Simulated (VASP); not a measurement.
A run of VASP 6.6.1 is set up as follows.

INCAR

```
PREC     = Accurate       # precision mode
ENCUT    = 520            # plane-wave cutoff, eV
EDIFF    = 1E-6           # SCF threshold, eV
ISMEAR   = -1             # smearing method
SIGMA    = 0.05           # smearing width, eV
LREAL    = Auto         
LASPH    = True           # aspherical terms in the spheres
NELM     = 80             # most SCF steps
ALGO     = Normal         # electronic algorithm
ISIF     = 2              # what is computed and relaxed
LWAVE    = False          # write WAVECAR
LCHARG   = False          # write CHGCAR
GGA      = PE             # functional
IVDW     = 12             # dispersion correction
NBANDS   = 72             # bands
```

Contents of KPOINTS:

```
Automatic mesh
0
Gamma
  1 1 1
```

File POSCAR:

```
H23C2NO10
1.0
    7.2873620000      0.0000000000      0.0000000000
    0.0000000000      7.2873620000      0.0000000000
    0.0000000000      0.0000000000      7.2873620000
O H C N
10 23 2 1
Direct
    0.1458003596      0.0957273702      0.6945311623
    0.6801638233      0.1783635834      0.0841731205
    0.5675990846      0.0132283809      0.6208968348
    0.5346516339      0.4438917677      0.9134992882
    0.6466125877      0.8278167051      0.9555035142
    0.3168910780      0.4212909967      0.5535473605
    0.1360849097      0.3898667309      0.0828420490
    0.3004242139      0.7974765080      0.3980727182
    0.2395928733     -0.0191152848      0.0770237570
    0.1040431366      0.6848157125      0.8609699916
    0.0993089132      0.0564950664      0.5697123321
    0.1704183215      0.2350507632      0.6539677870
    0.7769889845      0.1210451738      0.0229438307
    0.6422763134      0.0593081557      0.1391587244
    0.5503637668      0.1186025890      0.5407580960
    0.4472674748     -0.0273624392      0.6650143083
    0.6143924235      0.3681990822      1.0045198798
    0.4143749137      0.3939560022      0.9817956072
    0.6179327993      0.8526405028      0.8344171732
    0.5853421307      0.7031076540      0.9647935700
    0.3423186607      0.4495865582      0.6793953697
    0.2723344881      0.5369844396      0.5140406089
    0.1640236892      0.2548796121      0.0834321116
    0.1224860244      0.4304438286      0.2072354852
    0.2778646100      0.8694229819      0.2868253286
    0.4295381511      0.7766870920      0.3738664279
    0.3337010018      0.0151769598     -0.0201444638
    0.1373473693     -0.0672945848      0.0024151401
    0.0439528049      0.7005004006      0.7537981508
    0.0836105027      0.5840659487      0.9457468972
    0.9181923445      0.4239668621      0.6141865877
    0.6726988449      0.4329961926      0.6332332605
    0.7118213697      0.3607889933      0.4355760013
    0.7782377217      0.4530857668      0.5364904337
    0.7794864589      0.6372950870      0.4589863932
    0.7942243023      0.7732702177      0.3860244626
```

Potentials or basis: VASP PAW PBE potentials, release 64 (O, H, C, N).

Command:

```console
$ cat potpaw_PBE.64/O/POTCAR potpaw_PBE.64/H/POTCAR potpaw_PBE.64/C/POTCAR potpaw_PBE.64/N/POTCAR > POTCAR
$ mpirun -np 1 vasp_gam > vasp.out
```

(1) Predict the pressure.

(2) Predict the dispersion energy per atom.

(3) Estimate the largest force.

(4) Estimate the band gap on the k mesh.

## Answers

(1) 0.4 GPa.

(2) -0.035 eV.

(3) 5.014 eV/Å.

(4) 4.26 eV.

Caveat: the k points lie up to 0.86 Å⁻¹ apart; the atoms stand as in a frame of molecular dynamics.
